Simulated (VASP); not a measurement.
Input of a VASP 6.6.1 run:

The input INCAR:

```
SYSTEM = KZnF3
PREC = Accurate ; ENCUT = 520
EDIFF = 1E-6 ; ISMEAR = 0
SIGMA = 0.05 ; LREAL = .False.
LASPH = .True. ; NELM = 80
ALGO = Normal ; ISIF = 2
LWAVE = .False. ; LCHARG = .False.
GGA = PE ; NBANDS = 29
```

KPOINTS

```
regular mesh
0
Gamma
  6 6 6
  0 0 0
```

File POSCAR:

```
KZnF3
1.0
    3.5380008822      0.0000000000      0.0000000000
    0.0000000000      3.5380008822      0.0000000000
    0.0000000000      0.0000000000      5.3070013233
K Zn F
1 1 3
Direct
    0.0000000000      0.0000000000      0.0000000000
    0.5000000000      0.5000000000      0.5000000000
    0.5000000000      0.5000000000      0.0000000000
    0.0000000000      0.5000000000      0.5000000000
    0.5000000000      0.0000000000      0.5000000000
```

Potentials or basis: VASP PAW PBE potentials, release 64 (K_sv, Zn, F).

The run is started by

```sh
$ cat potpaw_PBE.64/K_sv/POTCAR potpaw_PBE.64/Zn/POTCAR potpaw_PBE.64/F/POTCAR > POTCAR
$ mpirun -np 1 vasp_std > vasp.out
```

**Question.** What does it give for the band gap on the k mesh?

**Answer.** 2.52 eV (least direct gap 5.37 eV).

**Question.** Estimate the pressure.

**Answer.** 25.6 GPa.

Stress tensor (GPa, compression positive):
```
39.63  0.00  0.00
 0.00 39.63  0.00
 0.00  0.00 -2.43
```

Caveat: the cell stands under pressure. A k mesh can miss the band edges.
